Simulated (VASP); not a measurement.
Al2Au: single point with PBE

The system is Al2Au.

```
Al Au
1.0
     0.00000    3.06040    3.06040
     3.06040    0.00000    3.06040
     3.06040    3.06040    0.00000
Al Au
2 1
Direct
  0.25000 0.25000 0.25000
  0.75000 0.75000 0.75000
  0.00000 0.00000 0.00000
```

```yaml
Program: VASP 6.6.1
Task: single point
Functional: PBE
Potentials_or_basis: VASP PAW PBE potentials, release 64 (Al, Au)
Cutoff: 520 eV
k_mesh: 12 × 12 × 12
Occupations: gaussian, width 0.1 eV
Spin: no spin polarisation
```

```json
{
  "Pressure": "-3.1 GPa"
}
```

Levels at points of the mesh, in eV from the Fermi level:
```
           k point  band 6  band 7  band 8  band 9  band 10  band 11  band 12  band 13
(0.00, 0.00, 0.00)   -5.39    1.81    2.93    2.93     2.93     3.64     3.64     3.64
(0.50, 0.00, 0.00)   -5.29   -5.24    0.38    0.38     3.13     3.16     3.62     3.62
(0.50, 0.50, 0.00)   -5.12   -4.83   -1.98   -1.98     0.91     2.06     7.60     9.30
```

It took 41 s on 1 thread of Intel(R) Xeon(R) Platinum 8488C (Sapphire Rapids), with other jobs on the host, peak memory 0.21 GiB.

Caveat: spin-orbit coupling is left out, which moves the levels of the heavy elements.
